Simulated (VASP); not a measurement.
# WS2 in VASP: notebook

Runs on WS2. Level: PBEsol. Tasks: single point.

Everything below comes from runs of VASP 6.6.1. Logs are shortened: lines on timing, memory, paths and dates and some standing lists are left out, and cuts for length are marked.

**1. The cell of the first run**

The cell holds a slab with vacuum, 3 atoms: a = 3.303 Å, b = 3.303 Å, c = 16.530 Å, α = 90.00°, β = 90.00°, γ = 120.00°.

**2. Single point, PBEsol (strain +0.050 along x and y, -0.025 along z)**

The input, INCAR:

```
  ALGO = Normal
  EDIFF = 1E-6
  ENCUT = 520
  GGA = PS
  ISIF = 2
  ISMEAR = 0
  LASPH = T
  LCHARG = F
  LREAL = F
  LWAVE = F
  NBANDS = 20
  NELM = 80
  PREC = Accurate
  SIGMA = 0.05
```

The input, KPOINTS:

```
k-points
0
Gamma
  12 12 2
```

The input, POSCAR:

```
WS2
1.0
    3.3030650360      0.0000000000      0.0000000000
   -1.6515325180      2.8605382316      0.0000000000
    0.0000000000      0.0000000000     16.5295855575
W S
1 2
Direct
    0.3333333333      0.6666666667      0.0000000000
    0.6666666667      0.3333333333      0.9075761491
    0.6666666667      0.3333333333      0.0924238509
```

Potentials or basis: VASP PAW PBE potentials, release 64 (W_sv, S).

Run with:

```
$ cat potpaw_PBE.64/W_sv/POTCAR potpaw_PBE.64/S/POTCAR > POTCAR
$ mpirun -np 1 vasp_std > vasp.out
```

OUTCAR:

```text
EDIFF = 1E-6
   ENCUT = 520
   GGA = PS
   ISIF = 2
   ISMEAR = 0
   LASPH = T
   LREAL = F
   NELM = 80
   PREC = Accurate

 ion  position               nearest neighbor table
   1  0.333  0.667  0.000-   2 2.44   3 2.44   2 2.44   3 2.44   2 2.44   3 2.44
   2  0.667  0.333  0.908-   1 2.44   1 2.44   1 2.44
   3  0.667  0.333  0.092-   1 2.44   1 2.44   1 2.44

  LATTYP: Found a hexagonal cell.
 ALAT       =     3.3030650360
 C/A-ratio  =     5.0043173166

  Lattice vectors:

 A1 = (   3.3030650360,   0.0000000000,   0.0000000000)
 A2 = (  -1.6515325180,   2.8605382316,   0.0000000000)
 A3 = (   0.0000000000,   0.0000000000,  16.5295855575)

Analysis of symmetry for initial positions (statically):
=====================================================================
 Subroutine PRICEL returns:
 Original cell was already a primitive cell.

 Routine SETGRP: Setting up the symmetry group for a
 hexagonal supercell.

 Subroutine GETGRP returns: Found 12 space group operations
 (whereof 12 operations were pure point group operations)
 out of a pool of 24 trial point group operations.

The static configuration has the point symmetry D_3h.

Analysis of symmetry for dynamics (positions and initial velocities):
=====================================================================
 Subroutine PRICEL returns:
 Original cell was already a primitive cell.

 Routine SETGRP: Setting up the symmetry group for a
 hexagonal supercell.

 Subroutine GETGRP returns: Found 12 space group operations
 (whereof 12 operations were pure point group operations)
 out of a pool of 24 trial point group operations.

The dynamic configuration has the point symmetry D_3h.

 Subroutine INISYM returns: Found 12 space group operations
 (whereof 12 operations are pure point group operations),
 and found     1 'primitive' translations

----------------------------------------------------------------------------------------

                                     Primitive cell

  volume of cell :     156.1805

  direct lattice vectors                    reciprocal lattice vectors
     3.303065036  0.000000000  0.000000000     0.302749110  0.174792280  0.000000000
    -1.651532518  2.860538232  0.000000000     0.000000000  0.349584560  0.000000000
     0.000000000  0.000000000 16.529585557     0.000000000  0.000000000  0.060497585

  length of vectors
     3.303065036  3.303065036 16.529585557     0.349584560  0.349584560  0.060497585

  position of ions in fractional coordinates (direct lattice)
     0.333333333  0.666666667  0.000000000
     0.666666667  0.333333333  0.907576149
     0.666666667  0.333333333  0.092423851

  ion indices of the primitive-cell ions
   primitive index   ion index
                 1           1
                 2           2
                 3           3

----------------------------------------------------------------------------------------

 KPOINTS: k-points

Automatic generation of k-mesh.
 Grid dimensions read from file:
 generate k-points for:   12   12    2

 Generating k-lattice:

  Cartesian coordinates                     Fractional coordinates (reciprocal lattice)
     0.025229093  0.014566023  0.000000000     0.083333333  0.000000000  0.000000000
     0.000000000  0.029132047  0.000000000     0.000000000  0.083333333  0.000000000
     0.000000000  0.000000000  0.030248792     0.000000000  0.000000000  0.500000000

  Length of vectors
     0.029132047  0.029132047  0.030248792

  Shift w.r.t. Gamma in fractional coordinates (k-lattice)
     0.000000000  0.000000000  0.000000000

 Subroutine IBZKPT returns following result:
 ===========================================

 Found     38 irreducible k-points:

 Following reciprocal coordinates:
            Coordinates               Weight
  0.000000  0.000000  0.000000      1.000000
  0.083333 -0.000000  0.000000      6.000000
  0.166667 -0.000000  0.000000      6.000000
  0.250000  0.000000  0.000000      6.000000
  0.333333 -0.000000  0.000000      6.000000
  0.416667 -0.000000  0.000000      6.000000
[... 16 lines left out ...]
  0.250000  0.000000  0.500000      6.000000
  0.333333 -0.000000  0.500000      6.000000
 [... further k-points ...]
   k-points           NKPTS =     38   k-points in BZ     NKDIM =     38   number of bands    NBANDS=     20
   number of dos      NEDOS =    301   number of ions     NIONS =      3
   total plane-waves  NPLWV =  98784
   dimension x,y,z NGX =    28 NGY =   28 NGZ =  126
   dimension x,y,z NGXF=    56 NGYF=   56 NGZF=  252
   ions per type =               1   2
   NGX,Y,Z   is equivalent  to a cutoff of  14.09, 14.09, 12.67 a.u.
   NGXF,Y,Z  is equivalent  to a cutoff of  28.19, 28.19, 25.34 a.u.
 SYSTEM =  unknown system
   PREC   = accura    normal or accurate (medium, high low for compatibility)
   ISTART =      0    job   : 0-new  1-cont  2-samecut
   ICHARG =      2    charge: 1-file 2-atom 10-const
   ISPIN  =      1    spin polarized calculation?
   LNONCOLLINEAR =      F non collinear calculations
   LSORBIT =      F    spin-orbit coupling
   LASPH  =      T    aspherical Exc in radial PAW
   ENCUT  =  520.0 eV  38.22 Ry    6.18 a.u.   6.14  6.14 30.73*2*pi/ulx,y,z
   NELM   =     80;   NELMIN=  2; NELMDL= -5     # of ELM steps
   EDIFF  = 0.1E-05   stopping-criterion for ELM
   LREAL  =      F    real-space projection
   EDIFFG = 0.1E-04   stopping-criterion for IOM
   NSW    =      0    number of steps for IOM
   IBRION =     -1    ionic relax: 0-MD 1-quasi-New 2-CG
   NFREE  =      0    steps in history (QN), initial steepest desc. (CG)
   ISIF   =      2    stress and relaxation
   ISYM   =      2    0-nonsym 1-usesym 2-fastsym
   POTIM  = 0.5000    time-step for ionic-motion
   TEBEG  =    0.0;   TEEND  =   0.0 temperature during run
   PSTRESS=    0.0 pullay stress
   NELECT =      26.0000    total number of electrons
   NUPDOWN=      -1.0000    fix difference up-down
   EMIN   =  10.00;   EMAX   =-10.00  energy-range for DOS
   EFERMI =   0.00;   METHOD = LEGACY
   ISMEAR =     0;   SIGMA  =   0.05  broadening in eV -4-tet -1-fermi 0-gaus
   EFERMI_NEDOS =   21; number of points for ismear=-14 and -15
   IALGO  =     38    algorithm
   IMIX   =      4    mixing-type and parameters
     AMIX     =   0.40;   BMIX     =  1.00
     AMIX_MAG =   1.60;   BMIX_MAG =  1.00
  volume/ion in A,a.u.               =      52.06       351.32
  Fermi-wavevector in a.u.,A,eV,Ry     =   0.900583  1.701855 11.034998  0.811049
  Thomas-Fermi vector in A             =   2.023558
   LORBIT       =      0    0 simple, 1 ext, 2 COOP (PROOUT), +10 PAW based schemes
   GGA     = PS    functional components
   LHFCALC =     F    Hartree Fock is set to
   AEXX    =    0.0000 exact exchange contribution
   IVDW    =     0    specifies the selected vdW correction
   LEPSILON=     F    determine dielectric tensor
   LRPA    =     F    only Hartree local field effects (RPA)
 non-spin polarized calculation
 Gauss-broadening in eV      SIGMA  =   0.05
  energy-cutoff  :      520.00
  volume of cell :      156.18
 maximum number of plane-waves:      4254
 NGX is ok and might be reduce to    28
   NGX = 13   NGY = 13   NGZ = 61

 number of electron      25.9999999 magnetization

 Free energy of the ion-electron system (eV)
  ---------------------------------------------------
  ext. energy  EPLUGINS =         0.00000000
  ---------------------------------------------------
  free energy    TOTEN  =       -25.02296350 eV

  energy without entropy =      -25.02296350  energy(sigma->0) =      -25.02296350

 E-fermi :  -0.8752     XC(G=0):  -4.4956

 val. band max:       -1.1963073566   @ k =   0.0000   0.0000   0.5000
 cond. band min:      -0.2441913179   @ k =   0.3333   0.3333   0.0000
 fundamental gap:      0.9521160387
 Fermi energy:        -0.8751575930

 k-point     1 :       0.0000    0.0000    0.0000
  band No.  band energies     occupation
      1     -75.6639      2.00000
      2     -39.8230      2.00000
      3     -39.7810      2.00000
      4     -39.7810      2.00000
      5     -15.9638      2.00000
      6     -14.2716      2.00000
[... 12 lines left out ...]
     19       4.0026      0.00000
     20       4.2171      0.00000

 k-point     2 :       0.0833   -0.0000    0.0000
  band No.  band energies     occupation
      1     -75.6632      2.00000
      2     -39.8203      2.00000
      3     -39.7964      2.00000
      4     -39.7846      2.00000
      5     -15.8645      2.00000
      6     -14.2393      2.00000
[... 12 lines left out ...]
     19       4.1854      0.00000
     20       4.3438      0.00000

 k-point     3 :       0.1667   -0.0000    0.0000
  band No.  band energies     occupation
      1     -75.6615      2.00000
      2     -39.8382      2.00000
      3     -39.8129      2.00000
      4     -39.7945      2.00000
      5     -15.5826      2.00000
      6     -14.1482      2.00000
[... 12 lines left out ...]
     19       4.7033      0.00000
     20       4.8678      0.00000

 k-point     4 :       0.2500    0.0000    0.0000
  band No.  band energies     occupation
      1     -75.6590      2.00000
      2     -39.8949      2.00000
      3     -39.8079      2.00000
      4     -39.8028      2.00000
      5     -15.1675      2.00000
      6     -14.0155      2.00000
[... 12 lines left out ...]
     19       5.2517      0.00000
     20       5.6284      0.00000

 k-point     5 :       0.3333   -0.0000    0.0000
  band No.  band energies     occupation
      1     -75.6566      2.00000
      2     -39.9509      2.00000
      3     -39.8214      2.00000
      4     -39.7927      2.00000
      5     -14.7064      2.00000
      6     -13.8718      2.00000
[... 12 lines left out ...]
     19       5.6400      0.00000
     20       5.8504      0.00000
[... 353 lines left out ...]
      6     -14.2393      2.00000
[... 12 lines left out ...]
     19       4.0726      0.00000
     20       4.4466      0.00000

 k-point    22 :       0.1667   -0.0000    0.5000
  band No.  band energies     occupation
      1     -75.6615      2.00000
      2     -39.8382      2.00000
      3     -39.8129      2.00000
      4     -39.7945      2.00000
      5     -15.5825      2.00000
      6     -14.1482      2.00000
[... 12 lines left out ...]
     19       4.4433      0.00000
     20       5.1037      0.00000

 k-point    23 :       0.2500    0.0000    0.5000
  band No.  band energies     occupation
      1     -75.6590      2.00000
      2     -39.8949      2.00000
      3     -39.8079      2.00000
      4     -39.8028      2.00000
      5     -15.1675      2.00000
      6     -14.0155      2.00000
[... 12 lines left out ...]
     19       5.0301      0.00000
     20       5.8409      0.00000

 k-point    24 :       0.3333   -0.0000    0.5000
  band No.  band energies     occupation
      1     -75.6566      2.00000
      2     -39.9509      2.00000
      3     -39.8213      2.00000
      4     -39.7927      2.00000
      5     -14.7064      2.00000
      6     -13.8718      2.00000
[... 12 lines left out ...]
     19       5.7100      0.00000
     20       5.7354      0.00000

 [... further k-points ...]

------------------------ aborting loop because EDIFF is reached ----------------------------------------

  FORCE on cell =-STRESS in cart. coord.  units (eV):
  Direction    XX          YY          ZZ          XY          YZ          ZX
  --------------------------------------------------------------------------------------
  -------------------------------------------------------------------------------------
  Total       -4.7865437     -4.7865437     -0.8226087      0.0000000      0.0000000     -0.0000000
  in kB      -49.1027438    -49.1027438     -8.4387291      0.0000000      0.0000000     -0.0000000
  external PRESSURE =     -35.5480722 kB  Pullay stress =       0.0000000 kB

 VOLUME and BASIS-vectors are now :
 -----------------------------------------------------------------------------
  energy-cutoff  :      520.00
  volume of cell :      156.18
      direct lattice vectors                 reciprocal lattice vectors
     3.303065036  0.000000000  0.000000000     0.302749110  0.174792280  0.000000000
    -1.651532518  2.860538232  0.000000000     0.000000000  0.349584560  0.000000000
     0.000000000  0.000000000 16.529585557     0.000000000  0.000000000  0.060497585

 POSITION                                       TOTAL-FORCE (eV/Angst)
 -----------------------------------------------------------------------------------
     -0.00000      1.90703      0.00000        -0.000000      0.000000     -0.000000
      1.65153      0.95351     15.00186         0.000000     -0.000000      0.260398
      1.65153      0.95351      1.52773         0.000000     -0.000000     -0.260398
 -----------------------------------------------------------------------------------
    total drift:                               -0.000000      0.000000     -0.000000

  FREE ENERGIE OF THE ION-ELECTRON SYSTEM (eV)
  ---------------------------------------------------
  free  energy   TOTEN  =       -25.0229635047 eV

  energy  without entropy=      -25.0229635047  energy(sigma->0) =      -25.02296350
```

Wall time 3.3 min (1 thread of Intel Xeon Platinum 8488C (Sapphire Rapids), shared host); peak memory 0.34 GiB.

What came out:

| Quantity | Value |
| --- | --- |
| Free energy | -25.0230 eV |
| Largest force | 0.260 eV/Å |
| Band gap on the k mesh | 0.95 eV, indirect (least direct gap 1.38 eV) |

Forces on the atoms (eV/Å):
```
W    0.000  0.000  0.000
S    0.000  0.000  0.260
S    0.000  0.000 -0.260
```

Caveat: the cell differs from its parent crystal (strain +0.050 along x and y, -0.025 along z); the PAW data sets were made with another functional, which shifts forces and pressure a little; spin-orbit coupling is left out, which moves the levels of the heavy elements.

[end of part 1 of 2]
